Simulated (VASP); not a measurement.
# KTaO3 in VASP: a series of runs

Runs on KTaO3. Level: PBE. Tasks: single point.

Everything below comes from runs of VASP 6.6.1. Logs are shortened: lines on timing, memory, paths and dates and some standing lists are left out, and cuts for length are marked.

## Step 1: The cell of the first run

It takes space group Pmmm (No. 47, orthorhombic). Conventional cell: a = 4.025 Å, b = 4.119 Å, c = 4.213 Å, α = 90.00°, β = 90.00°, γ = 90.00°. Within 3.8 Å of K (site symmetry mmm) lie 12 O at 2.88 to 2.95 Å and 8 Ta at 3.57 Å. Ta (site symmetry mmm) has 6 O at 2.01 to 2.11 Å within 2.7 Å. O (site symmetry mmm) has 2 Ta at 2.06 Å within 2.7 Å. Within 2.8 Å of O (site symmetry mmm) lie 2 Ta at 2.11 Å. Within 2.7 Å of O (site symmetry mmm) lie 2 Ta at 2.01 Å.

## Step 2: Single point, PBE (normal strain along x +0.0233, normal strain along y +0.0467)

INCAR reads:

```
ALGO = Normal
EDIFF = 1E-6
ENCUT = 520
GGA = PE
ISIF = 2
ISMEAR = 0
LASPH = T
LCHARG = F
LREAL = F
LWAVE = F
NBANDS = 27
NELM = 60
PREC = Accurate
SIGMA = 0.05
```

KPOINTS reads:

```
k-points
0
Gamma
  8 8 8
```

POSCAR reads:

```
KTaO3
1.0
    4.1186297142      0.0000000000      0.0000000000
    0.0000000000      4.2128112205      0.0000000000
    0.0000000000      0.0000000000      4.0248506931
K Ta O
1 1 3
Direct
    0.5000000000      0.5000000000      0.5000000000
    0.0000000000      0.0000000000      0.0000000000
    0.5000000000      0.0000000000      0.0000000000
    0.0000000000      0.5000000000      0.0000000000
    0.0000000000      0.0000000000      0.5000000000
```

Potentials or basis: VASP PAW PBE potentials, release 64 (K_sv, Ta_pv, O).

Command:

```bash
cat potpaw_PBE.64/K_sv/POTCAR potpaw_PBE.64/Ta_pv/POTCAR potpaw_PBE.64/O/POTCAR > POTCAR
mpirun -np 1 vasp_std > vasp.out
```

OUTCAR:

```text
EDIFF = 1E-6
   ENCUT = 520
   GGA = PE
   ISIF = 2
   ISMEAR = 0
   LASPH = T
   LREAL = F
   NELM = 60
   PREC = Accurate

 ion  position               nearest neighbor table
   1  0.500  0.500  0.500-   4 2.88   4 2.88   4 2.88   4 2.88   2 3.57   2 3.57   2 3.57   2 3.57
                             2 3.57   2 3.57   2 3.57   2 3.57
   2  0.000  0.000  0.000-   5 2.01   5 2.01   3 2.06   3 2.06   4 2.11   4 2.11   1 3.57   1 3.57
                             1 3.57   1 3.57   1 3.57   1 3.57   1 3.57   1 3.57
   3  0.500  0.000  0.000-   2 2.06   2 2.06
   4  0.000  0.500  0.000-   2 2.11   2 2.11   1 2.88   1 2.88   1 2.88   1 2.88
   5  0.000  0.000  0.500-   2 2.01   2 2.01

  LATTYP: Found a simple orthorhombic cell.
 ALAT       =     4.0248506931
 B/A-ratio  =     1.0233000000
 C/A-ratio  =     1.0467000000

  Lattice vectors:

 A1 = (   0.0000000000,   0.0000000000,   4.0248506931)
 A2 = (   4.1186297142,   0.0000000000,   0.0000000000)
 A3 = (   0.0000000000,   4.2128112205,   0.0000000000)

Analysis of symmetry for initial positions (statically):
=====================================================================
 Subroutine PRICEL returns:
 Original cell was already a primitive cell.

 Routine SETGRP: Setting up the symmetry group for a
 simple orthorhombic supercell.

 Subroutine GETGRP returns: Found  8 space group operations
 (whereof  8 operations were pure point group operations)
 out of a pool of  8 trial point group operations.

The static configuration has the point symmetry D_2h.

Analysis of symmetry for dynamics (positions and initial velocities):
=====================================================================
 Subroutine PRICEL returns:
 Original cell was already a primitive cell.

 Routine SETGRP: Setting up the symmetry group for a
 simple orthorhombic supercell.

 Subroutine GETGRP returns: Found  8 space group operations
 (whereof  8 operations were pure point group operations)
 out of a pool of  8 trial point group operations.

The dynamic configuration has the point symmetry D_2h.

 Subroutine INISYM returns: Found  8 space group operations
 (whereof  8 operations are pure point group operations),
 and found     1 'primitive' translations

----------------------------------------------------------------------------------------

                                     Primitive cell
[... 91 lines left out ...]
   ISPIN  =      1    spin polarized calculation?
   LNONCOLLINEAR =      F non collinear calculations
   LSORBIT =      F    spin-orbit coupling
   LASPH  =      T    aspherical Exc in radial PAW
   ENCUT  =  520.0 eV  38.22 Ry    6.18 a.u.   7.66  7.83  7.48*2*pi/ulx,y,z
   NELM   =     60;   NELMIN=  2; NELMDL= -5     # of ELM steps
   EDIFF  = 0.1E-05   stopping-criterion for ELM
   LREAL  =      F    real-space projection
   EDIFFG = 0.1E-04   stopping-criterion for IOM
   NSW    =      0    number of steps for IOM
   IBRION =     -1    ionic relax: 0-MD 1-quasi-New 2-CG
   NFREE  =      0    steps in history (QN), initial steepest desc. (CG)
   ISIF   =      2    stress and relaxation
   ISYM   =      2    0-nonsym 1-usesym 2-fastsym
   POTIM  = 0.5000    time-step for ionic-motion
   TEBEG  =    0.0;   TEEND  =   0.0 temperature during run
   PSTRESS=    0.0 pullay stress
   NELECT =      38.0000    total number of electrons
   NUPDOWN=      -1.0000    fix difference up-down
   EMIN   =  10.00;   EMAX   =-10.00  energy-range for DOS
   EFERMI =   0.00;   METHOD = LEGACY
   ISMEAR =     0;   SIGMA  =   0.05  broadening in eV -4-tet -1-fermi 0-gaus
   EFERMI_NEDOS =   21; number of points for ismear=-14 and -15
   IALGO  =     38    algorithm
   IMIX   =      4    mixing-type and parameters
     AMIX     =   0.40;   BMIX     =  1.00
     AMIX_MAG =   1.60;   BMIX_MAG =  1.00
  volume/ion in A,a.u.               =      13.97        94.25
  Fermi-wavevector in a.u.,A,eV,Ry     =   1.336527  2.525671 24.304161  1.786305
  Thomas-Fermi vector in A             =   2.465147
   LORBIT       =      0    0 simple, 1 ext, 2 COOP (PROOUT), +10 PAW based schemes
   GGA     = PE    functional components
   LHFCALC =     F    Hartree Fock is set to
   AEXX    =    0.0000 exact exchange contribution
   IVDW    =     0    specifies the selected vdW correction
   LEPSILON=     F    determine dielectric tensor
   LRPA    =     F    only Hartree local field effects (RPA)
 non-spin polarized calculation
 Gauss-broadening in eV      SIGMA  =   0.05
  energy-cutoff  :      520.00
  volume of cell :       69.84
 maximum number of plane-waves:      1904
 NGX is ok and might be reduce to    32
   NGX = 15   NGY = 15   NGZ = 15

 number of electron      37.9999995 magnetization

 Free energy of the ion-electron system (eV)
  ---------------------------------------------------
  ext. energy  EPLUGINS =         0.00000000
  ---------------------------------------------------
  free energy    TOTEN  =       -40.85643943 eV

  energy without entropy =      -40.85643943  energy(sigma->0) =      -40.85643943

 E-fermi :   1.4123     XC(G=0): -10.3815

 val. band max:        1.2103408403   @ k =   0.5000   0.5000   0.5000
 cond. band min:       3.0976521327   @ k =   0.0000   0.0000   0.0000
 fundamental gap:      1.8873112924
 Fermi energy:         1.4123496393

 k-point     1 :       0.0000    0.0000    0.0000
  band No.  band energies     occupation
      1     -33.4068      2.00000
      2     -33.3834      2.00000
      3     -33.3720      2.00000
      4     -26.2414      2.00000
      5     -16.1516      2.00000
      6     -15.5005      2.00000
[... 709 lines left out ...]
     26      11.3438      0.00000
     27      11.5808      0.00000

 [... further k-points ...]
[... 5 lines left out ...]
  --------------------------------------------------------------------------------------
  -------------------------------------------------------------------------------------
  Total       -4.6765827     -6.9246285     -1.8063078      0.0000000      0.0000000      0.0000000
  in kB     -107.2913424   -158.8665782    -41.4407698      0.0000000      0.0000000      0.0000000
  external PRESSURE =    -102.5328968 kB  Pullay stress =       0.0000000 kB

 VOLUME and BASIS-vectors are now :
 -----------------------------------------------------------------------------
  energy-cutoff  :      520.00
  volume of cell :       69.84
      direct lattice vectors                 reciprocal lattice vectors
     4.118629714  0.000000000  0.000000000     0.242799200  0.000000000  0.000000000
     0.000000000  4.212811220  0.000000000     0.000000000  0.237371187  0.000000000
     0.000000000  0.000000000  4.024850693     0.000000000  0.000000000  0.248456421

 POSITION                                       TOTAL-FORCE (eV/Angst)
 -----------------------------------------------------------------------------------
      2.05931      2.10641      2.01243         0.000000      0.000000      0.000000
      0.00000      0.00000      0.00000         0.000000      0.000000      0.000000
      2.05931      0.00000      0.00000         0.000000      0.000000      0.000000
      0.00000      2.10641      0.00000         0.000000      0.000000      0.000000
      0.00000      0.00000      2.01243         0.000000      0.000000      0.000000
 -----------------------------------------------------------------------------------
    total drift:                                0.000000      0.000000     -0.000000

  FREE ENERGIE OF THE ION-ELECTRON SYSTEM (eV)
  ---------------------------------------------------
  free  energy   TOTEN  =       -40.8564394345 eV

  energy  without entropy=      -40.8564394345  energy(sigma->0) =      -40.85643943
```

OSZICAR:

```text
N       E                     dE             d eps       ncg     rms          rms(c)
DAV:   1     0.318519311497E+03    0.31852E+03   -0.20600E+04  6750   0.139E+03
DAV:   2    -0.304467073613E+02   -0.34897E+03   -0.33878E+03  8131   0.397E+02
DAV:   3    -0.492248772955E+02   -0.18778E+02   -0.18694E+02  9835   0.893E+01
DAV:   4    -0.498593613196E+02   -0.63448E+00   -0.63356E+00 10948   0.105E+01
DAV:   5    -0.498635654009E+02   -0.42041E-02   -0.42035E-02  9052   0.837E-01    0.287E+01
DAV:   6    -0.412188985380E+02    0.86447E+01   -0.37719E+01  7971   0.386E+01    0.108E+01
DAV:   7    -0.409466520916E+02    0.27225E+00   -0.24320E+00  8585   0.933E+00    0.789E+00
DAV:   8    -0.409091751840E+02    0.37477E-01   -0.67124E-01  8263   0.656E+00    0.343E+00
DAV:   9    -0.408602126401E+02    0.48963E-01   -0.80138E-02  8306   0.214E+00    0.649E-01
DAV:  10    -0.408564979841E+02    0.37147E-02   -0.20944E-02  8941   0.876E-01    0.152E-01
DAV:  11    -0.408563955386E+02    0.10245E-03   -0.15741E-03  9410   0.274E-01    0.436E-02
DAV:  12    -0.408564227897E+02   -0.27251E-04   -0.93960E-05  8448   0.723E-02    0.255E-02
DAV:  13    -0.408564392129E+02   -0.16423E-04   -0.26349E-05  8411   0.349E-02    0.517E-03
DAV:  14    -0.408564394345E+02   -0.22158E-06   -0.19811E-06  7458   0.110E-02
   1 F= -.40856439E+02 E0= -.40856439E+02  d E =-.771399E-11
```

It took 7.3 min on 1 thread of AMD EPYC 7R13, shared host; peak memory 0.31 GiB.

What came out:

- Free energy: -40.8564 eV
- Pressure: -10.3 GPa
- Band gap on the k mesh: 1.89 eV, indirect (least direct gap 2.51 eV)

Caveat: the cell differs from its parent crystal (normal strain along x +0.0233, normal strain along y +0.0467); spin-orbit coupling is left out, which moves the levels of the heavy elements. A k mesh can miss the band edges.

## Step 3: Single point, PBE (normal strain along x +0.0000, normal strain along y +0.0467)

INCAR reads:

```
PREC = Accurate ; ENCUT = 520
EDIFF = 1E-7 ; ISMEAR = 0
SIGMA = 0.05 ; LREAL = F
LASPH = T ; NELM = 100
ALGO = Normal ; ISIF = 2
LWAVE = F ; LCHARG = T
GGA = PE ; LELF = T
LVHAR = T ; NBANDS = 27
```

KPOINTS reads:

```
regular mesh
0
Gamma
  8 8 8
```

Changes to POSCAR since step 2:

```diff
@@ -2,3 +2,3 @@
 1.0
-    4.1186297142      0.0000000000      0.0000000000
+    4.0248506931      0.0000000000      0.0000000000
     0.0000000000      4.2128112205      0.0000000000
```

Potentials or basis: VASP PAW PBE potentials, release 64 (K_sv, Ta_pv, O).

Command:

```bash
cat potpaw_PBE.64/K_sv/POTCAR potpaw_PBE.64/Ta_pv/POTCAR potpaw_PBE.64/O/POTCAR > POTCAR
mpirun -np 1 vasp_std > vasp.out
```

It took 83 s on 1 thread of AMD EPYC 9R14 (Zen 4), shared host; peak memory 0.24 GiB.

It converged, with:

```yaml
Free_energy: -40.9229 eV
Pressure: -6.7 GPa
Band_gap_on_the_k_mesh: 1.96 eV, indirect (least direct gap 2.54 eV)
```

Stress tensor (GPa, compression positive):
```
 -2.65   0.00   0.00
  0.00 -14.76   0.00
  0.00   0.00  -2.65
```

Levels at points of the mesh, in eV from the valence-band top:
| k point | band 16 | band 17 | band 18 | band 19 | band 20 | band 21 | band 22 | band 23 |
| --- | --- | --- | --- | --- | --- | --- | --- | --- |
| (0.00, 0.00, 0.00) | -0.96 | -0.69 | -0.59 | -0.59 | 1.96 | 1.96 | 2.01 | 5.33 |
| (0.50, 0.00, 0.00) | -2.01 | -1.29 | -0.88 | -0.75 | 2.10 | 4.69 | 4.69 | 5.62 |
| (0.00, 0.50, 0.00) | -1.95 | -1.47 | -0.94 | -0.94 | 2.11 | 4.17 | 4.17 | 6.29 |
| (0.50, 0.50, 0.00) | -1.84 | -1.55 | -1.53 | -0.06 | 4.21 | 4.71 | 5.61 | 7.07 |
| (0.50, 0.00, 0.50) | -1.71 | -1.08 | -1.08 | -0.11 | 4.72 | 4.72 | 5.97 | 6.05 |
| (0.50, 0.50, 0.50) | -3.59 | -0.09 | 0.00 | 0.00 | 5.71 | 5.71 | 6.05 | 8.57 |

Caveat: the cell differs from its parent crystal (normal strain along x +0.0000, normal strain along y +0.0467); spin-orbit coupling is left out, which moves the levels of the heavy elements. A k mesh can miss the band edges.
